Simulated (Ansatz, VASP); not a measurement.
# SnO: VASP beside Ansatz

```
Sn O
1.0
     3.83710    0.00000    0.00000
     0.00000    3.83710    0.00000
     0.00000    0.00000    4.76213
Sn O
2 2
Direct
  0.00000 0.50000 0.24324
  0.50000 0.00000 0.75676
  0.98157 0.98157 0.00000
  0.50000 0.50000 0.00000
```

Alike in both runs: task single point; functional PBE; dispersion D3(BJ); k mesh 12 × 12 × 10; occupations gaussian, width 0.15 eV; no spin polarisation.

|  | VASP | Ansatz |
| --- | --- | --- |
| version | VASP 6.6.1 | Ansatz 0.2.0 |
| potentials or method | VASP PAW PBE potentials, release 64 (Sn_d, O), cutoff 520 eV | scalar-relativistic, plane waves, PAW |
| valence electrons in the cell | 40 | 40 |

```tsv
	VASP	Ansatz	Ansatz less VASP
gap on the k mesh at the Fermi level (eV)	none	none	-
pressure (GPa)	0.5	0.3	-0.21
traceless stress, the component that is largest in VASP (GPa)	-0.56	-0.52	+0.038
rms of the force components (eV/Å)	0.274	0.266	-0.0079
```

Atom by atom the forces differ by 0.033 eV/Å (rms over components). A gap of «none» marks a metal or a gap that the smearing closes.
